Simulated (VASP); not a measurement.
# Zn2Si3N (R-3m) in VASP: single point with PBE

Aim: the single point of Zn2Si3N with PBE.

Program: VASP 6.6.1. These are calculated values, not measurements. Logs are shortened: lines on timing, memory, paths and dates and some standing lists are left out, and cuts for length are marked.

### 1 The cell of the first run

Symmetry: R-3m, No. 166, trigonal system. Conventional cell: a = 4.953 Å, b = 4.953 Å, c = 12.167 Å, α = 90.00°, β = 90.00°, γ = 120.00°. Zn (site symmetry 3m) has 9 Si at 2.90 to 2.92 Å and 3 N at 2.91 Å and 4 Zn at 3.02 to 3.04 Å within 3.8 Å. Si (site symmetry 2/m) has 4 Si at 2.48 Å and 2 N at 2.48 Å and 6 Zn at 2.90 to 2.92 Å within 3.3 Å. Within 3.3 Å of N (site symmetry -3m) lie 6 Si at 2.48 Å and 6 Zn at 2.91 Å.

### 2 Single point, PBE

INCAR

```
ALGO = Normal ; EDIFF = 1E-6
ENCUT = 520 ; GGA = PE
ISIF = 2 ; ISMEAR = 0
LASPH = T ; LCHARG = F
LREAL = F ; LWAVE = F
NBANDS = 30 ; NELM = 60
PREC = Accurate ; SIGMA = 0.1
```

KPOINTS

```
k-points
0
Gamma
  6 6 6
```

POSCAR

```
Zn2Si3N
1.0
    2.4764261800      1.4297653200      4.0555787500
   -2.4764261800      1.4297653200      4.0555787500
    0.0000000000     -2.8595306400      4.0555787500
Zn Si N
2 3 1
Direct
    0.1240085700      0.1240085700      0.1240085700
    0.8759914300      0.8759914300      0.8759914300
    0.5000000000      0.0000000000      0.5000000000
    0.0000000000      0.5000000000      0.5000000000
    0.5000000000      0.5000000000      0.0000000000
    0.5000000000      0.5000000000      0.5000000000
```

Potentials or basis: VASP PAW PBE potentials, release 64 (Zn, Si, N).

Run with:

```sh
cat potpaw_PBE.64/Zn/POTCAR potpaw_PBE.64/Si/POTCAR potpaw_PBE.64/N/POTCAR > POTCAR
mpirun -np 1 vasp_std > vasp.out
```

OUTCAR:

```text
EDIFF = 1E-6
   ENCUT = 520
   GGA = PE
   ISIF = 2
   ISMEAR = 0
   LASPH = T
   LREAL = F
   NELM = 60
   PREC = Accurate

 ion  position               nearest neighbor table
   1  0.124  0.124  0.124-   3 2.90   4 2.90   4 2.90   3 2.90   5 2.90   5 2.90   5 2.92   4 2.92
                             3 2.92   2 3.02   2 3.04   2 3.04   2 3.04
   2  0.876  0.876  0.876-   3 2.90   4 2.90   3 2.90   4 2.90   5 2.90   5 2.90   5 2.92   4 2.92
                             3 2.92   1 3.02   1 3.04   1 3.04   1 3.04
   3  0.500  0.000  0.500-   5 2.48   5 2.48   4 2.48   4 2.48   1 2.90   2 2.90   2 2.90   1 2.90
                             1 2.92   2 2.92
   4  0.000  0.500  0.500-   5 2.48   5 2.48   3 2.48   3 2.48   1 2.90   2 2.90   2 2.90   1 2.90
                             1 2.92   2 2.92
   5  0.500  0.500  0.000-   3 2.48   4 2.48   3 2.48   4 2.48   2 2.90   1 2.90   2 2.90   1 2.90
                             1 2.92   2 2.92
   6  0.500  0.500  0.500-

  LATTYP: Found a trigonal (rhomboedric) cell.
 ALAT       =     4.9623214822
 COS(alpha) =     0.5019063842

  Lattice vectors:

 A1 = (   2.4764261800,   1.4297653200,   4.0555787500)
 A2 = (  -2.4764261800,   1.4297653200,   4.0555787500)
 A3 = (   0.0000000000,  -2.8595306400,   4.0555787500)

Analysis of symmetry for initial positions (statically):
=====================================================================
 Subroutine PRICEL returns:
 Original cell was already a primitive cell.

 Routine SETGRP: Setting up the symmetry group for a
 trigonal (rhombohedral) supercell.

 Subroutine GETGRP returns: Found 12 space group operations
 (whereof 12 operations were pure point group operations)
 out of a pool of 12 trial point group operations.

The static configuration has the point symmetry D_3d.

Analysis of symmetry for dynamics (positions and initial velocities):
=====================================================================
 Subroutine PRICEL returns:
 Original cell was already a primitive cell.

 Routine SETGRP: Setting up the symmetry group for a
 trigonal (rhombohedral) supercell.

 Subroutine GETGRP returns: Found 12 space group operations
 (whereof 12 operations were pure point group operations)
 out of a pool of 12 trial point group operations.

The dynamic configuration has the point symmetry D_3d.

 Subroutine INISYM returns: Found 12 space group operations
 (whereof 12 operations are pure point group operations),
 and found     1 'primitive' translations

----------------------------------------------------------------------------------------

                                     Primitive cell

  volume of cell :      86.1577

  direct lattice vectors                    reciprocal lattice vectors
     2.476426180  1.429765320  4.055578750     0.201903858  0.116569247  0.082191311
    -2.476426180  1.429765320  4.055578750    -0.201903858  0.116569247  0.082191311
     0.000000000 -2.859530640  4.055578750     0.000000000 -0.233138494  0.082191311

  length of vectors
     4.962321482  4.962321482  4.962321481     0.247202283  0.247202283  0.247202283

  position of ions in fractional coordinates (direct lattice)
     0.124008570  0.124008570  0.124008570
     0.875991430  0.875991430  0.875991430
     0.500000000  1.000000000  0.500000000
     1.000000000  0.500000000  0.500000000
     0.500000000  0.500000000  0.000000000
     0.500000000  0.500000000  0.500000000

  ion indices of the primitive-cell ions
   primitive index   ion index
                 1           1
                 2           2
                 3           3
                 4           4
                 5           5
                 6           6

----------------------------------------------------------------------------------------

 KPOINTS: k-points

Automatic generation of k-mesh.
 Grid dimensions read from file:
 generate k-points for:    6    6    6

 Generating k-lattice:

  Cartesian coordinates                     Fractional coordinates (reciprocal lattice)
     0.033650643  0.019428208  0.013698552     0.166666667  0.000000000  0.000000000
    -0.033650643  0.019428208  0.013698552     0.000000000  0.166666667  0.000000000
     0.000000000 -0.038856416  0.013698552     0.000000000  0.000000000  0.166666667

  Length of vectors
     0.041200381  0.041200381  0.041200381

  Shift w.r.t. Gamma in fractional coordinates (k-lattice)
     0.000000000  0.000000000  0.000000000

 Subroutine IBZKPT returns following result:
 ===========================================

 Found     32 irreducible k-points:

 Following reciprocal coordinates:
            Coordinates               Weight
  0.000000  0.000000  0.000000      1.000000
  0.166667  0.000000  0.000000      6.000000
  0.333333  0.000000  0.000000      6.000000
  0.500000  0.000000  0.000000      3.000000
  0.166667  0.166667  0.000000      6.000000
  0.333333  0.166667  0.000000     12.000000
[... 16 lines left out ...]
  0.500000  0.500000  0.166667      6.000000
 -0.333333  0.500000  0.166667     12.000000
 [... further k-points ...]
   k-points           NKPTS =     32   k-points in BZ     NKDIM =     32   number of bands    NBANDS=     30
   number of dos      NEDOS =    301   number of ions     NIONS =      6
   total plane-waves  NPLWV =  64000
   dimension x,y,z NGX =    40 NGY =   40 NGZ =   40
   dimension x,y,z NGXF=    80 NGYF=   80 NGZF=   80
   ions per type =               2   3   1
   NGX,Y,Z   is equivalent  to a cutoff of  13.40, 13.40, 13.40 a.u.
   NGXF,Y,Z  is equivalent  to a cutoff of  26.80, 26.80, 26.80 a.u.
 SYSTEM =  unknown system
   PREC   = accura    normal or accurate (medium, high low for compatibility)
   ISTART =      0    job   : 0-new  1-cont  2-samecut
   ICHARG =      2    charge: 1-file 2-atom 10-const
   ISPIN  =      1    spin polarized calculation?
   LNONCOLLINEAR =      F non collinear calculations
   LSORBIT =      F    spin-orbit coupling
   LASPH  =      T    aspherical Exc in radial PAW
   ENCUT  =  520.0 eV  38.22 Ry    6.18 a.u.   9.23  9.23  9.23*2*pi/ulx,y,z
   NELM   =     60;   NELMIN=  2; NELMDL= -5     # of ELM steps
   EDIFF  = 0.1E-05   stopping-criterion for ELM
   LREAL  =      F    real-space projection
   EDIFFG = 0.1E-04   stopping-criterion for IOM
   NSW    =      0    number of steps for IOM
   IBRION =     -1    ionic relax: 0-MD 1-quasi-New 2-CG
   NFREE  =      0    steps in history (QN), initial steepest desc. (CG)
   ISIF   =      2    stress and relaxation
   ISYM   =      2    0-nonsym 1-usesym 2-fastsym
   POTIM  = 0.5000    time-step for ionic-motion
   TEBEG  =    0.0;   TEEND  =   0.0 temperature during run
   PSTRESS=    0.0 pullay stress
   NELECT =      41.0000    total number of electrons
   NUPDOWN=      -1.0000    fix difference up-down
   EMIN   =  10.00;   EMAX   =-10.00  energy-range for DOS
   EFERMI =   0.00;   METHOD = LEGACY
   ISMEAR =     0;   SIGMA  =   0.10  broadening in eV -4-tet -1-fermi 0-gaus
   EFERMI_NEDOS =   21; number of points for ismear=-14 and -15
   IALGO  =     38    algorithm
   IMIX   =      4    mixing-type and parameters
     AMIX     =   0.40;   BMIX     =  1.00
     AMIX_MAG =   1.60;   BMIX_MAG =  1.00
  volume/ion in A,a.u.               =      14.36        96.90
  Fermi-wavevector in a.u.,A,eV,Ry     =   1.278119  2.415295 22.226325  1.633589
  Thomas-Fermi vector in A             =   2.410680
   LORBIT       =      0    0 simple, 1 ext, 2 COOP (PROOUT), +10 PAW based schemes
   GGA     = PE    functional components
   LHFCALC =     F    Hartree Fock is set to
   AEXX    =    0.0000 exact exchange contribution
   IVDW    =     0    specifies the selected vdW correction
   LEPSILON=     F    determine dielectric tensor
   LRPA    =     F    only Hartree local field effects (RPA)
 non-spin polarized calculation
 Gauss-broadening in eV      SIGMA  =   0.10
  energy-cutoff  :      520.00
  volume of cell :       86.16
 maximum number of plane-waves:      2332
 NGX is ok and might be reduce to    40
   NGX = 19   NGY = 19   NGZ = 19

 number of electron      40.9999983 magnetization

 Free energy of the ion-electron system (eV)
  ---------------------------------------------------
  ext. energy  EPLUGINS =         0.00000000
  ---------------------------------------------------
  free energy    TOTEN  =       -21.95366431 eV

  energy without entropy =      -21.94143963  energy(sigma->0) =      -21.94755197

 E-fermi :   6.3270     XC(G=0): -11.1234

 val. band max:        6.3230263102   @ k =  -0.1667   0.5000   0.1667
 cond. band min:       6.3343538673   @ k =   0.5000   0.3333   0.3333
 fundamental gap:      0.0113275571
 Fermi energy:         6.3270385320

 k-point     1 :       0.0000    0.0000    0.0000
  band No.  band energies     occupation
      1      -8.4585      2.00000
      2      -4.0222      2.00000
      3      -1.0548      2.00000
      4      -1.0548      2.00000
      5      -0.9897      2.00000
      6      -0.9897      2.00000
[... 22 lines left out ...]
     29      14.6945      0.00000
     30      15.1147      0.00000

 k-point     2 :       0.1667    0.0000    0.0000
  band No.  band energies     occupation
      1      -8.3370      2.00000
      2      -4.0656      2.00000
      3      -1.6203      2.00000
      4      -1.1723      2.00000
      5      -1.0049      2.00000
      6      -0.9102      2.00000
[... 22 lines left out ...]
     29      13.1561      0.00000
     30      13.4512      0.00000

 k-point     3 :       0.3333    0.0000    0.0000
  band No.  band energies     occupation
      1      -8.0584      2.00000
      2      -4.1301      2.00000
      3      -2.6964      2.00000
      4      -1.3050      2.00000
      5      -0.9475      2.00000
      6      -0.9102      2.00000
[... 682 lines left out ...]
     29      11.7897      0.00000
     30      12.7524      0.00000

 k-point    24 :      -0.3333    0.5000    0.1667
  band No.  band energies     occupation
      1      -7.6254      2.00000
      2      -4.6988      2.00000
      3      -2.7154      2.00000
      4      -1.7545      2.00000
      5      -0.9267      2.00000
      6      -0.9093      2.00000
[... 22 lines left out ...]
     29      11.8125      0.00000
     30      12.7266      0.00000

 [... further k-points ...]

------------------------ aborting loop because EDIFF is reached ----------------------------------------

  FORCE on cell =-STRESS in cart. coord.  units (eV):
  Direction    XX          YY          ZZ          XY          YZ          ZX
  --------------------------------------------------------------------------------------
  -------------------------------------------------------------------------------------
  Total        1.0592496      1.0592496     -5.4194541     -0.0000000     -0.0000000      0.0000000
  in kB       19.6976607     19.6976607   -100.7794291     -0.0000000     -0.0000000      0.0000000
  external PRESSURE =     -20.4613692 kB  Pullay stress =       0.0000000 kB

 VOLUME and BASIS-vectors are now :
 -----------------------------------------------------------------------------
  energy-cutoff  :      520.00
  volume of cell :       86.16
      direct lattice vectors                 reciprocal lattice vectors
     2.476426180  1.429765320  4.055578750     0.201903858  0.116569247  0.082191311
    -2.476426180  1.429765320  4.055578750    -0.201903858  0.116569247  0.082191311
     0.000000000 -2.859530640  4.055578750     0.000000000 -0.233138494  0.082191311

 POSITION                                       TOTAL-FORCE (eV/Angst)
 -----------------------------------------------------------------------------------
      0.00000      0.00000      1.50878        -0.000000     -0.000000      0.075237
      0.00000      0.00000     10.65796        -0.000000      0.000000     -0.075237
      1.23821     -0.71488      4.05558        -0.000000      0.000000      0.000000
     -1.23821     -0.71488      4.05558        -0.000000     -0.000000      0.000000
      0.00000      1.42977      4.05558         0.000000      0.000000      0.000000
      0.00000      0.00000      6.08337        -0.000000      0.000000      0.000000
 -----------------------------------------------------------------------------------
    total drift:                               -0.000000     -0.000000      0.000000

  FREE ENERGIE OF THE ION-ELECTRON SYSTEM (eV)
  ---------------------------------------------------
  free  energy   TOTEN  =       -21.9536643128 eV

  energy  without entropy=      -21.9414396313  energy(sigma->0) =      -21.94755197
```

Wall time 72 s (1 thread of Intel Xeon Platinum 8488C (Sapphire Rapids), shared host); peak memory 0.27 GiB.

Results:

| Item | Value |
| --- | --- |
| Free energy | -21.9537 eV |
| Pressure | -2.0 GPa |
| Largest force | 0.075 eV/Å |

Forces on the atoms (eV/Å):
```
Zn   0.000  0.000  0.075
Zn   0.000  0.000 -0.075
Si   0.000  0.000  0.000
Si   0.000  0.000  0.000
Si   0.000  0.000  0.000
N    0.000  0.000  0.000
```

Levels at points of the mesh, in eV from the Fermi level:
| k point | band 19 | band 20 | band 21 | band 22 | band 23 | band 24 |
| --- | --- | --- | --- | --- | --- | --- |
| (0.00, 0.00, 0.00) | -3.01 | -1.60 | -1.60 | 0.16 | 1.32 | 1.32 |
| (0.50, 0.00, 0.00) | -1.35 | -0.09 | 0.42 | 0.46 | 0.84 | 1.81 |
| (0.50, 0.50, 0.00) | -0.76 | -0.36 | 1.03 | 1.56 | 2.19 | 2.45 |
| (0.50, 0.50, 0.50) | -2.53 | -1.62 | -0.57 | -0.57 | 1.96 | 1.96 |
